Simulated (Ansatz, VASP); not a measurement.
## Two plane-wave programs on Ta

The input INCAR:

```
PREC = Accurate
ENCUT = 520
EDIFF = 1E-7
ISMEAR = -1
SIGMA = 0.1
LREAL = False
LASPH = True
NELM = 60
ALGO = Normal
ISIF = 2
LWAVE = False
LCHARG = True
GGA = B5
ALDAX = 1.0
AGGAX = 1.0
AGGAC = 1.0
ALDAC = 0.0
LELF = True
LVHAR = True
NBANDS = 18
```

KPOINTS

```
Automatic mesh
0
Gamma
  14 14 13
```

The input POSCAR:

```
Ta
1.0
   -3.6109172473      3.6115653087      1.4808687496
    3.6115653087     -3.6109172473      1.4808687496
    1.8740365531      1.8740365531     -1.4796818240
Ta
2
Direct
    0.9999515128      0.0000484872      1.0000000000
    0.7500484872      0.2499515128      0.5000000000
```

Input for Ansatz:

```yaml
crystal:
  lattice:
    - [-3.6109172473, 3.6115653087, 1.4808687496]
    - [3.6115653087, -3.6109172473, 1.4808687496]
    - [1.8740365531, 1.8740365531, -1.479681824]
  atoms:
    - { symbol: Ta, position: [0.9999515128, 4.84872e-05, 1.0] }
    - { symbol: Ta, position: [0.7500484872, 0.2499515128, 0.5] }
hamiltonian:
  xc: blyp
  pseudopotentials:
    kind: paw
    azcp:
      Ta: "pseudopotentials/Ta.paw.azcp"
basis:
  ecutwfc: 420
  fft_grid_basis: typed
kpoints:
  mp_grid: { grid: [14, 14, 13], shift: [0, 0, 0] }
magnetization:
  spin_polarized: false
scf:
  occupations: { method: fermi_dirac, width: 0.1 }
  lower_state_search: "off"
output:
  stress: true
  write_density: true
  write_potential: true
  elf: true
  volumetric_format: npy
```

Alike in both runs: task single point; functional BLYP; k mesh 14 × 14 × 13; occupations fermi-dirac, width 0.1 eV; no spin polarisation.

|  | VASP | Ansatz |
| --- | --- | --- |
| version | VASP 6.6.1 | Ansatz 0.2.0 |
| potentials or method | VASP PAW PBE potentials, release 64 (Ta_pv), cutoff 520 eV | plane waves (420 eV) with PAW, scalar-relativistic |
| valence electrons in the cell | 22 | 26 |

```csv
,VASP,Ansatz,Ansatz less VASP
pressure (GPa),-5.6,-6.4,-0.72
"traceless stress, the component that is largest in VASP (GPa)",-0.27,-0.30,-0.032
```

VASP's potentials were made for PBE, not for BLYP. VASP's potentials hold 22 valence electrons a cell and Ansatz's 26, so a difference there can come from the potentials and not from the codes.

Neither program's run includes spin-orbit coupling.
